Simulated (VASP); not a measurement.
Ta2AlC2N:

```xyz
6
Lattice="3.8798 0.0000 0.0000 0.0000 3.8798 0.0000 0.0000 0.0000 4.9804" Properties=species:S:1:pos:R:3 pbc="T T T"
Ta    1.9399    1.9399    1.3885
Ta    1.9399    1.9399    3.5919
Al    0.0000    0.0000    2.4902
C     0.0000    1.9399    0.0000
C     1.9399    0.0000    0.0000
N     0.0000    0.0000    0.0000
```

| Quantity | Value |
| --- | --- |
| Program | VASP 6.6.1 |
| Task | relaxation of cell and atoms |
| Functional | PBE |
| Potentials or basis | VASP PAW PBE potentials, release 64 (Ta_pv, Al, C, N) |
| Cutoff | 600 eV |
| k mesh | 4 × 4 × 4 |
| Occupations | gaussian, width 0.1 eV |
| Spin | no spin polarisation |

At the start: pressure -0.1 GPa; volume 12.49 Å³/atom.

Where does the relaxation end?

Over 11 steps the energy falls by 522.0 meV/atom and the volume is 12.35 Å³/atom (-1.2 %); space group P4/mmm (No. 123, to 0.05 Å).

Step by step:
```
step  energy change (eV)  largest force (eV/Å)  pressure (GPa)  volume (Å³)
   1              0.0000               10.9321           -0.13        74.97
   2              7.0716               34.9073           65.48        74.52
   3             -2.2252                3.1313            3.68        74.88
   4             -2.2792                1.3275            1.95        74.90
   5             -3.0306                0.3339           -4.22        75.92
   6             -3.0881                0.6438           -5.69        76.16
   7             -3.0874                0.5875           -5.50        76.13
   8             -3.0709                0.7892            7.41        71.98
   9             -3.1316                0.0456            0.04        74.18
  10             -3.1316                0.0587            0.15        74.14
  11             -3.1319                0.0079            0.15        74.10
```

Final structure:
```yaml
crystal:
  lattice:
    - [3.58139, 0.00000, 0.00000]
    - [0.00000, 3.58139, 0.00000]
    - [0.00000, 0.00000, 5.77706]
  atoms:
    - { symbol: Ta, position: [0.50000, 0.50000, 0.23575] }
    - { symbol: Ta, position: [0.50000, 0.50000, 0.76425] }
    - { symbol: Al, position: [0.00000, 0.00000, 0.50000] }
    - { symbol: C, position: [0.00000, 0.50000, 0.00000] }
    - { symbol: C, position: [0.50000, 0.00000, 0.00000] }
    - { symbol: N, position: [0.00000, 0.00000, 0.00000] }
```

Caveat: the k points lie up to 0.44 Å⁻¹ apart in the final cell.
